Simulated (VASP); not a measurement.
Write the native input for VASP 6.6.1 that does the following.

```yaml
Task: relaxation of shape and atoms at fixed volume
Functional: PBE
Potentials_or_basis: VASP PAW PBE potentials, release 64 (W_sv, C)
Cutoff: 600 eV
k_mesh: 17 × 17 × 15
Occupations: fermi-dirac, width 0.1 eV
Spin: no spin polarisation
Dipole_correction: no
Further_INCAR_settings: ALGO = Normal; EDIFF = 1e-07; IBRION = 2; EDIFFG = -0.005; NSW = 50; ISIF = 4
```

The structure of WC (WC type) lies in POSCAR:

```
WC
1.0
    2.5184133185      0.0000000000      0.0000000000
   -1.2592066592      2.1810099110      0.0000000000
    0.0000000000      0.0000000000      2.4528597353
W C
1 1
Direct
    0.0000000000      0.0000000000      0.0000000000
    0.3333333333      0.6666666667      0.5000000000
```

The input as run:

INCAR

```
SYSTEM = WC
PREC = Accurate
ENCUT = 600
EDIFF = 1E-7
ISMEAR = -1
SIGMA = 0.1
LREAL = .False.
LASPH = .True.
NELM = 80
ALGO = Normal
ISIF = 4
LWAVE = .False.
LCHARG = .False.
GGA = PE
IBRION = 2
NSW = 50
EDIFFG = -0.005
```

KPOINTS

```
regular mesh
0
Gamma
  17 17 15
  0 0 0
```

Potentials or basis: VASP PAW PBE potentials, release 64 (W_sv, C).

Run with:

```console
$ cat potpaw_PBE.64/W_sv/POTCAR potpaw_PBE.64/C/POTCAR > POTCAR
$ mpirun -np 1 vasp_std > vasp.out
```

It gave:

* Energy gained by relaxing: 27.8 meV/atom
* Ionic steps: 4
* Pressure after relaxing: 434.2 GPa
* Band gap on the k mesh: zero (band 9 reaches 20.51 eV, above the bottom of band 10 at 16.96 eV)

Caveat: spin-orbit coupling is left out, which moves the levels of the heavy elements.

Run time: 3.1 min on 1 thread of Intel Xeon 8259CL, with other jobs on the host, peak memory 0.18 GiB.
